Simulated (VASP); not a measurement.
MgCd2TeSe2: single point with PBE

The system is MgCd2TeSe2.

```
CELL_PARAMETERS angstrom
4.09267 0.00000 0.00000
-2.04633 3.54435 0.00000
0.00000 0.00000 10.10279
ATOMIC_POSITIONS crystal
Mg 0.00000 0.00000 0.50000
Cd 0.66667 0.33333 0.81484
Cd 0.33333 0.66667 0.18516
Te 0.00000 0.00000 0.00000
Se 0.66667 0.33333 0.34929
Se 0.33333 0.66667 0.65071
```

| Quantity | Value |
| --- | --- |
| Program | VASP 6.6.1 |
| Task | single point |
| Functional | PBE |
| Potentials or basis | VASP PAW PBE potentials, release 64 (Mg, Cd, Te, Se) |
| Cutoff | 520 eV |
| k mesh | 6 × 6 × 2 |
| Occupations | gaussian, width 0.1 eV |
| Spin | no spin polarisation |

| Item | Value |
| --- | --- |
| Pressure | 0.2 GPa |
| Largest force | 0.032 eV/Å |
| Band gap on the k mesh | zero (band 22 reaches 3.70 eV, above the bottom of band 23 at 2.92 eV) |

Forces on the atoms (eV/Å):
```
Mg   0.000  0.000  0.000
Cd   0.000  0.000  0.003
Cd   0.000  0.000 -0.003
Te   0.000  0.000  0.000
Se   0.000  0.000  0.032
Se   0.000  0.000 -0.032
```

Levels at points of the mesh, in eV from the Fermi level:
| k point | band 18 | band 19 | band 20 | band 21 | band 22 | band 23 | band 24 | band 25 | band 26 | band 27 |
| --- | --- | --- | --- | --- | --- | --- | --- | --- | --- | --- |
| (0.00, 0.00, 0.00) | -1.12 | -1.12 | -0.99 | 0.05 | 0.05 | 0.13 | 2.42 | 3.11 | 5.03 | 5.03 |
| (0.50, 0.00, 0.00) | -2.50 | -2.17 | -1.69 | -1.69 | -0.83 | -0.74 | 2.31 | 2.61 | 3.93 | 4.19 |
| (0.00, 0.00, 0.50) | -1.43 | -1.10 | -1.10 | 0.05 | 0.05 | 1.74 | 1.85 | 2.87 | 4.52 | 4.52 |
| (0.50, 0.00, 0.50) | -3.08 | -2.39 | -2.06 | -0.72 | -0.57 | 0.23 | 0.97 | 2.55 | 4.41 | 4.48 |

Wall time 39 s on 1 thread of AMD EPYC 9R45 96-Core Processor (Zen 5) (shared host), peak memory 0.26 GiB.

Caveat: spin-orbit coupling is left out, which moves the levels of the heavy elements.
